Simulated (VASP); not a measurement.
Input of a VASP 6.6.1 run:

File INCAR:

```
PREC = Accurate
ENCUT = 600
EDIFF = 1E-7
ISMEAR = -1
SIGMA = 0.05
LREAL = False
LASPH = True
NELM = 80
ALGO = Normal
ISIF = 3
LWAVE = False
LCHARG = False
GGA = PE
IBRION = 2
NSW = 100
EDIFFG = -0.005
```

KPOINTS

```
regular mesh
0
Gamma
  15 15 15
```

POSCAR

```
Re
1.0
   -1.5527254110      1.5527254110      1.5527254110
    1.5527254110     -1.5527254110      1.5527254110
    1.5527254110      1.5527254110     -1.5527254110
Re
1
Direct
    0.0000000000      0.0000000000      0.0000000000
```

Potentials or basis: VASP PAW PBE potentials, release 64 (Re).

The run is started by

```bash
$ cat potpaw_PBE.64/Re/POTCAR > POTCAR
$ mpirun -np 1 vasp_std > vasp.out
```

Q: Estimate the relaxed cell.

A: a = 2.696 Å, b = 2.696 Å, c = 2.696 Å, α = 109.47°, β = 109.47°, γ = 109.47°.

Q: Predict the relaxed volume.

A: 15.08 Å³/atom.

Q: Estimate the space group after relaxing (to 0.05 Å).

A: Im-3m (No. 229).

Final structure:
```
Re
1.0
    -1.55648    1.55648    1.55648
     1.55648   -1.55648    1.55648
     1.55648    1.55648   -1.55648
Re
1
Cartesian
  0.0000 0.0000 0.0000
```
